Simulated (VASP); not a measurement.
# Ti (P6/mmm) in VASP: notebook

Runs on Ti. Level: PBEsol. Tasks: single point.

All numbers are computed with VASP 6.6.1; they aren't measurements. Logs are shortened: lines on timing, memory, paths and dates and some standing lists are left out, and cuts for length are marked.

**1. The cell of the first run**

The structure is hexagonal, space group P6/mmm (No. 191). Conventional cell: a = 4.407 Å, b = 4.407 Å, c = 2.938 Å, α = 90.00°, β = 90.00°, γ = 120.00°. Ti (site symmetry 6/mmm) has 14 Ti at 2.94 Å within 3.9 Å. Within 3.4 Å of Ti (site symmetry -6m2) lie 11 Ti at 2.54 to 2.94 Å.

This isn't the form of Ti at room conditions, which is hcp.

**2. Single point, PBEsol**

File INCAR:

```
SYSTEM = Ti
PREC = Accurate ; ENCUT = 520
EDIFF = 1E-6 ; ISMEAR = 0
SIGMA = 0.15 ; LREAL = .False.
LASPH = .True. ; NELM = 100
ALGO = Fast ; ISIF = 2
LWAVE = .False. ; LCHARG = .False.
GGA = PS ; NBANDS = 25
```

File KPOINTS:

```
regular mesh
0
Gamma
  12 12 14
  0 0 0
```

File POSCAR:

```
Ti
1.0
    4.4066000000      0.0000000000      0.0000000000
   -2.2033000000      3.8162275443      0.0000000000
    0.0000000000      0.0000000000      2.9382000000
Ti
3
Direct
    0.0000000000      0.0000000000      0.0000000000
    0.3333333333      0.6666666667      0.5000000000
    0.6666666667      0.3333333333      0.5000000000
```

Potentials or basis: VASP PAW PBE potentials, release 64 (Ti_sv).

Started as:

```
> cat potpaw_PBE.64/Ti_sv/POTCAR > POTCAR
> mpirun -np 1 vasp_std > vasp.out
```

OUTCAR:

```text
SYSTEM = Ti
   PREC = Accurate
   ENCUT = 520
   EDIFF = 1E-6
   ISMEAR = 0
   LREAL = .False.
   LASPH = .True.
   NELM = 100
   ISIF = 2
   GGA = PS

 ion  position               nearest neighbor table
   1  0.000  0.000  0.000-
   2  0.333  0.667  0.500-   3 2.54   3 2.54   3 2.54
   3  0.667  0.333  0.500-   2 2.54   2 2.54   2 2.54

  LATTYP: Found a hexagonal cell.
 ALAT       =     4.4066000000
 C/A-ratio  =     0.6667725684

  Lattice vectors:

 A1 = (   4.4066000000,   0.0000000000,   0.0000000000)
 A2 = (  -2.2033000000,   3.8162275443,   0.0000000000)
 A3 = (   0.0000000000,   0.0000000000,   2.9382000000)

Analysis of symmetry for initial positions (statically):
=====================================================================
 Subroutine PRICEL returns:
 Original cell was already a primitive cell.

 Routine SETGRP: Setting up the symmetry group for a
 hexagonal supercell.

 Subroutine GETGRP returns: Found 24 space group operations
 (whereof 24 operations were pure point group operations)
 out of a pool of 24 trial point group operations.

The static configuration has the point symmetry D_6h.

Analysis of symmetry for dynamics (positions and initial velocities):
=====================================================================
 Subroutine PRICEL returns:
 Original cell was already a primitive cell.

 Routine SETGRP: Setting up the symmetry group for a
 hexagonal supercell.

 Subroutine GETGRP returns: Found 24 space group operations
 (whereof 24 operations were pure point group operations)
 out of a pool of 24 trial point group operations.

The dynamic configuration has the point symmetry D_6h.

 Subroutine INISYM returns: Found 24 space group operations
 (whereof 24 operations are pure point group operations),
 and found     1 'primitive' translations

----------------------------------------------------------------------------------------

                                     Primitive cell

  volume of cell :      49.4105

  direct lattice vectors                    reciprocal lattice vectors
     4.406600000  0.000000000  0.000000000     0.226932329  0.131019441  0.000000000
    -2.203300000  3.816227544  0.000000000     0.000000000  0.262038882  0.000000000
     0.000000000  0.000000000  2.938200000     0.000000000  0.000000000  0.340344429

  length of vectors
     4.406600000  4.406600000  2.938200000     0.262038882  0.262038882  0.340344429

  position of ions in fractional coordinates (direct lattice)
     0.000000000  0.000000000  0.000000000
     0.333333333  0.666666667  0.500000000
     0.666666667  0.333333333  0.500000000

  ion indices of the primitive-cell ions
   primitive index   ion index
                 1           1
                 2           2
                 3           3

----------------------------------------------------------------------------------------

 KPOINTS: regular mesh

Automatic generation of k-mesh.
 Grid dimensions read from file:
 generate k-points for:   12   12   14

 Generating k-lattice:

  Cartesian coordinates                     Fractional coordinates (reciprocal lattice)
     0.018911027  0.010918287  0.000000000     0.083333333  0.000000000  0.000000000
     0.000000000  0.021836574  0.000000000     0.000000000  0.083333333  0.000000000
     0.000000000  0.000000000  0.024310316     0.000000000  0.000000000  0.071428571

  Length of vectors
     0.021836574  0.021836574  0.024310316

  Shift w.r.t. Gamma in fractional coordinates (k-lattice)
     0.000000000  0.000000000  0.000000000

 Subroutine IBZKPT returns following result:
 ===========================================

 Found    152 irreducible k-points:

 Following reciprocal coordinates:
            Coordinates               Weight
  0.000000  0.000000  0.000000      1.000000
  0.083333 -0.000000  0.000000      6.000000
  0.166667 -0.000000  0.000000      6.000000
  0.250000 -0.000000  0.000000      6.000000
  0.333333 -0.000000  0.000000      6.000000
  0.416667 -0.000000  0.000000      6.000000
[... 16 lines left out ...]
  0.250000 -0.000000  0.071429     12.000000
  0.333333 -0.000000  0.071429     12.000000
 [... further k-points ...]
   k-points           NKPTS =    152   k-points in BZ     NKDIM =    152   number of bands    NBANDS=     25
   number of dos      NEDOS =    301   number of ions     NIONS =      3
   total plane-waves  NPLWV =  31104
   dimension x,y,z NGX =    36 NGY =   36 NGZ =   24
   dimension x,y,z NGXF=    72 NGYF=   72 NGZF=   48
   ions per type =               3
   NGX,Y,Z   is equivalent  to a cutoff of  13.58, 13.58, 13.58 a.u.
   NGXF,Y,Z  is equivalent  to a cutoff of  27.16, 27.16, 27.16 a.u.
 SYSTEM =  Ti
   PREC   = accura    normal or accurate (medium, high low for compatibility)
   ISTART =      0    job   : 0-new  1-cont  2-samecut
   ICHARG =      2    charge: 1-file 2-atom 10-const
   ISPIN  =      1    spin polarized calculation?
   LNONCOLLINEAR =      F non collinear calculations
   LSORBIT =      F    spin-orbit coupling
   LASPH  =      T    aspherical Exc in radial PAW
   ENCUT  =  520.0 eV  38.22 Ry    6.18 a.u.   8.19  8.19  5.46*2*pi/ulx,y,z
   NELM   =    100;   NELMIN=  2; NELMDL= -5     # of ELM steps
   EDIFF  = 0.1E-05   stopping-criterion for ELM
   LREAL  =      F    real-space projection
[... 7 lines left out ...]
   TEBEG  =    0.0;   TEEND  =   0.0 temperature during run
   PSTRESS=    0.0 pullay stress
   NELECT =      36.0000    total number of electrons
   NUPDOWN=      -1.0000    fix difference up-down
   EMIN   =  10.00;   EMAX   =-10.00  energy-range for DOS
   EFERMI =   0.00;   METHOD = LEGACY
   ISMEAR =     0;   SIGMA  =   0.15  broadening in eV -4-tet -1-fermi 0-gaus
   EFERMI_NEDOS =   21; number of points for ismear=-14 and -15
   IALGO  =     68    algorithm
   IMIX   =      4    mixing-type and parameters
     AMIX     =   0.40;   BMIX     =  1.00
     AMIX_MAG =   1.60;   BMIX_MAG =  1.00
  volume/ion in A,a.u.               =      16.47       111.15
  Fermi-wavevector in a.u.,A,eV,Ry     =   1.473113  2.783779 29.525465  2.170060
  Thomas-Fermi vector in A             =   2.588045
   LORBIT       =      0    0 simple, 1 ext, 2 COOP (PROOUT), +10 PAW based schemes
   GGA     = PS    functional components
   LHFCALC =     F    Hartree Fock is set to
   AEXX    =    0.0000 exact exchange contribution
   IVDW    =     0    specifies the selected vdW correction
   LEPSILON=     F    determine dielectric tensor
   LRPA    =     F    only Hartree local field effects (RPA)
 non-spin polarized calculation
 RMM-DIIS sequential band-by-band and
 Gauss-broadening in eV      SIGMA  =   0.15
  energy-cutoff  :      520.00
  volume of cell :       49.41
 maximum number of plane-waves:      1354
 NGX is ok and might be reduce to    36
   NGX = 17   NGY = 17   NGZ = 11

 number of electron      35.9999993 magnetization

 Free energy of the ion-electron system (eV)
  ---------------------------------------------------
  ext. energy  EPLUGINS =         0.00000000
  ---------------------------------------------------
  free energy    TOTEN  =       -24.97444096 eV

  energy without entropy =      -24.94269173  energy(sigma->0) =      -24.95856634

 E-fermi :   8.7084     XC(G=0): -11.8829

 val. band max:        8.7076819848   @ k =   0.4167   0.1667   0.4286
 cond. band min:       8.7219307900   @ k =   0.1667   0.0833   0.0000
 fundamental gap:      0.0142488052
 Fermi energy:         8.7083545923

 k-point     1 :       0.0000    0.0000    0.0000
  band No.  band energies     occupation
      1     -47.9496      2.00000
      2     -47.6468      2.00000
      3     -47.3982      2.00000
      4     -24.3810      2.00000
      5     -24.3810      2.00000
      6     -24.3093      2.00000
[... 17 lines left out ...]
     24      10.2061      0.00000
     25      10.2381      0.00000

 k-point     2 :       0.0833   -0.0000    0.0000
  band No.  band energies     occupation
      1     -47.9482      2.00000
      2     -47.6442      2.00000
      3     -47.4024      2.00000
      4     -24.4214      2.00000
      5     -24.4144      2.00000
      6     -24.2694      2.00000
[... 17 lines left out ...]
     24      10.1711      0.00000
     25      10.5306      0.00000

 k-point     3 :       0.1667   -0.0000    0.0000
  band No.  band energies     occupation
      1     -47.9444      2.00000
      2     -47.6365      2.00000
      3     -47.4145      2.00000
      4     -24.4802      2.00000
      5     -24.4450      2.00000
      6     -24.2120      2.00000
[... 17 lines left out ...]
     24      10.3898      0.00000
     25      10.8365      0.00000

 k-point     4 :       0.2500   -0.0000    0.0000
  band No.  band energies     occupation
      1     -47.9393      2.00000
      2     -47.6237      2.00000
      3     -47.4332      2.00000
      4     -24.5330      2.00000
      5     -24.4475      2.00000
      6     -24.1613      2.00000
[... 17 lines left out ...]
     24      10.6834      0.00000
     25      11.1573      0.00000
[... 477 lines left out ...]
 k-point    22 :       0.1667   -0.0000    0.0714
  band No.  band energies     occupation
      1     -47.9418      2.00000
      2     -47.6354      2.00000
      3     -47.4128      2.00000
      4     -24.4741      2.00000
      5     -24.4403      2.00000
      6     -24.2123      2.00000
[... 17 lines left out ...]
     24      10.3593      0.00000
     25      11.0116      0.00000

 k-point    23 :       0.2500   -0.0000    0.0714
  band No.  band energies     occupation
      1     -47.9370      2.00000
      2     -47.6223      2.00000
      3     -47.4315      2.00000
      4     -24.5260      2.00000
      5     -24.4437      2.00000
      6     -24.1632      2.00000
[... 17 lines left out ...]
     24      10.6435      0.00000
     25      11.3222      0.00000

 k-point    24 :       0.3333   -0.0000    0.0714
  band No.  band energies     occupation
      1     -47.9324      2.00000
      2     -47.6049      2.00000
      3     -47.4543      2.00000
      4     -24.5663      2.00000
      5     -24.4197      2.00000
      6     -24.1259      2.00000
[... 17 lines left out ...]
     24      10.9745      0.00000
     25      11.1794      0.00000

 [... further k-points ...]

------------------------ aborting loop because EDIFF is reached ----------------------------------------

  FORCE on cell =-STRESS in cart. coord.  units (eV):
  Direction    XX          YY          ZZ          XY          YZ          ZX
  --------------------------------------------------------------------------------------
  -------------------------------------------------------------------------------------
  Total        1.1557706      1.1557706     -2.8109498      0.0000000      0.0000000      0.0000000
  in kB       37.4768408     37.4768408    -91.1474304      0.0000000      0.0000000      0.0000000
  external PRESSURE =      -5.3979162 kB  Pullay stress =       0.0000000 kB

 VOLUME and BASIS-vectors are now :
 -----------------------------------------------------------------------------
  energy-cutoff  :      520.00
  volume of cell :       49.41
      direct lattice vectors                 reciprocal lattice vectors
     4.406600000  0.000000000  0.000000000     0.226932329  0.131019441  0.000000000
    -2.203300000  3.816227544  0.000000000     0.000000000  0.262038882  0.000000000
     0.000000000  0.000000000  2.938200000     0.000000000  0.000000000  0.340344429

 POSITION                                       TOTAL-FORCE (eV/Angst)
 -----------------------------------------------------------------------------------
      0.00000      0.00000      0.00000         0.000000     -0.000000      0.000000
     -0.00000      2.54415      1.46910         0.000000      0.000000     -0.000000
      2.20330      1.27208      1.46910        -0.000000      0.000000      0.000000
 -----------------------------------------------------------------------------------
    total drift:                                0.000000      0.000000     -0.000000

  FREE ENERGIE OF THE ION-ELECTRON SYSTEM (eV)
  ---------------------------------------------------
  free  energy   TOTEN  =       -24.9744409612 eV

  energy  without entropy=      -24.9426917283  energy(sigma->0) =      -24.95856634
```

Wall time 19 min (1 thread of Intel Xeon 8259CL, shared host); peak memory 0.28 GiB.

Results:

* Free energy: -24.9744 eV
* Pressure: -0.5 GPa
* Band gap on the k mesh: zero (bands 18 and 19 overlap by 0.56 eV)

Caveat: the stress differs along the axes, from -9 to 4 GPa; the PAW data sets were made with another functional, which shifts forces and pressure a little.

**3. Single point, PBEsol**

This run uses another cell than the first one, of 16.40 Å³/atom.

File INCAR:

```
ALGO     = Fast           # electronic algorithm
EDIFF    = 1E-6           # SCF threshold, eV
ENCUT    = 520            # plane-wave cutoff, eV
GGA      = PS             # functional
ISIF     = 2              # what is computed and relaxed
ISMEAR   = 0              # smearing method
LASPH    = T              # aspherical terms in the spheres
LCHARG   = F              # write CHGCAR
LREAL    = F              # projectors in reciprocal space
LWAVE    = F              # write WAVECAR
NBANDS   = 25             # bands
NELM     = 80             # most SCF steps
PREC     = Accurate       # precision mode
SIGMA    = 0.15           # smearing width, eV
```

File KPOINTS:

```
k-points
0
Gamma
  12 12 14
```

File POSCAR:

```
Ti
1.0
    4.6233000000      0.0000000000      0.0000000000
   -2.3116500000      4.0038952493      0.0000000000
    0.0000000000      0.0000000000      2.6584000000
Ti
3
Direct
    0.0000000000      0.0000000000      0.0000000000
    0.3333333333      0.6666666667      0.5000000000
    0.6666666667      0.3333333333      0.5000000000
```

Potentials or basis: VASP PAW PBE potentials, release 64 (Ti_sv).

Started as:

```
> cat potpaw_PBE.64/Ti_sv/POTCAR > POTCAR
> mpirun -np 1 vasp_std > vasp.out
```

Wall time 14 min (1 thread of Intel Xeon 8259CL, shared host); peak memory 0.27 GiB.

It converged, with:

```yaml
Free_energy: -24.9571 eV
Pressure: 0.5 GPa
Band_gap_on_the_k_mesh: zero (bands 18 and 19 overlap by 0.36 eV)
```

Stress tensor (GPa, compression positive):
```
-4.22  0.00  0.00
 0.00 -4.22  0.00
 0.00  0.00 10.09
```

Levels at points of the mesh, in eV from the Fermi level:
| k point | band 14 | band 15 | band 16 | band 17 | band 18 | band 19 | band 20 | band 21 | band 22 | band 23 |
| --- | --- | --- | --- | --- | --- | --- | --- | --- | --- | --- |
| (0.00, 0.00, 0.00) | -1.91 | -0.72 | -0.72 | -0.64 | -0.64 | -0.33 | 0.35 | 1.36 | 1.36 | 2.46 |
| (0.50, 0.00, 0.00) | -3.59 | -2.66 | -0.55 | -0.46 | -0.36 | -0.01 | 0.26 | 1.01 | 1.79 | 2.59 |
| (0.00, 0.00, 0.50) | -2.13 | -1.73 | -1.59 | -1.59 | -1.19 | 0.89 | 0.89 | 1.53 | 1.53 | 3.13 |
| (0.50, 0.00, 0.50) | -2.03 | -1.81 | -1.15 | -0.54 | -0.21 | 0.38 | 1.10 | 1.28 | 1.38 | 2.42 |

Caveat: the stress differs along the axes, from -4 to 10 GPa; the PAW data sets were made with another functional, which shifts forces and pressure a little.

**4. Single point, PBEsol**

This run uses another cell than the first one, of 16.40 Å³/atom.

File INCAR:

```
SYSTEM = Ti
PREC = Accurate ; ENCUT = 520
EDIFF = 1E-6 ; ISMEAR = 0
SIGMA = 0.15 ; LREAL = .False.
LASPH = .True. ; NELM = 80
ALGO = Fast ; ISIF = 2
LWAVE = .False. ; LCHARG = .False.
GGA = PS ; NBANDS = 25
```

File KPOINTS:

```
Automatic mesh
0
Gamma
  12 12 14
  0 0 0
```

File POSCAR:

```
Ti
1.0
    4.4607000000      0.0000000000      0.0000000000
   -2.2303500000      3.8630795187      0.0000000000
    0.0000000000      0.0000000000      2.8543000000
Ti
3
Direct
    0.0000000000      0.0000000000      0.0000000000
    0.3333333333      0.6666666667      0.5000000000
    0.6666666667      0.3333333333      0.5000000000
```

Started as:

```
> cat potpaw_PBE.64/Ti_sv/POTCAR > POTCAR
> mpirun -np 1 vasp_std > vasp.out
```

Run time: 18 min. Hardware: 1 thread of Intel Xeon 8259CL, shared host; peak memory 0.28 GiB.

Results (log left out):

```
Free energy            : -25.0545 eV
Pressure               : 0.1 GPa
Band gap on the k mesh : zero (bands 18 and 19 overlap by 0.45 eV)
```

Stress tensor (GPa, compression positive):
```
 2.09  0.00  0.00
 0.00  2.09  0.00
 0.00  0.00 -3.82
```

Levels at points of the mesh, in eV from the Fermi level:
```tsv
k point	band 14	band 15	band 16	band 17	band 18	band 19	band 20	band 21	band 22	band 23
(0.00, 0.00, 0.00)	-2.13	-0.68	-0.68	-0.58	-0.58	0.15	0.88	1.36	1.36	1.68
(0.50, 0.00, 0.00)	-3.55	-2.75	-0.47	-0.37	-0.33	0.10	0.71	0.78	1.41	1.79
(0.00, 0.00, 0.50)	-2.24	-2.24	-1.91	-1.74	-1.74	1.20	1.20	1.26	1.26	3.13
(0.50, 0.00, 0.50)	-2.21	-1.77	-1.26	-0.83	-0.73	0.36	0.77	0.96	1.07	2.34
```

Caveat: the stress differs along the axes, from -4 to 2 GPa; the PAW data sets were made with another functional, which shifts forces and pressure a little.

**5. The runs side by side**

```csv
cell,gap on the mesh (eV),pressure (GPa)
"a = 4.407, b = 4.407, c = 2.938 Å, angles 90.0, 90.0, 120.0°, 3 atoms",none,-0.5
"a = 4.623, b = 4.623, c = 2.658 Å, angles 90.0, 90.0, 120.0°, 3 atoms",none,0.5
"a = 4.461, b = 4.461, c = 2.854 Å, angles 90.0, 90.0, 120.0°, 3 atoms",none,0.1
```

Alike in all rows: task single point; level PBEsol; potentials or basis VASP PAW PBE potentials, release 64 (Ti_sv); no spin polarisation; k mesh 12 × 12 × 14; cutoff (eV) 520; smearing gaussian 0.15 eV.

Caveats: the PAW data sets were made with another functional, which shifts forces and pressure a little; the stress differs along the axes, from -9 to 4 GPa (at least some runs); the stress differs along the axes, from -4 to 10 GPa (at least some runs); the stress differs along the axes, from -4 to 2 GPa (at least some runs).

Absolute energies hang on the potentials; compare differences alone.
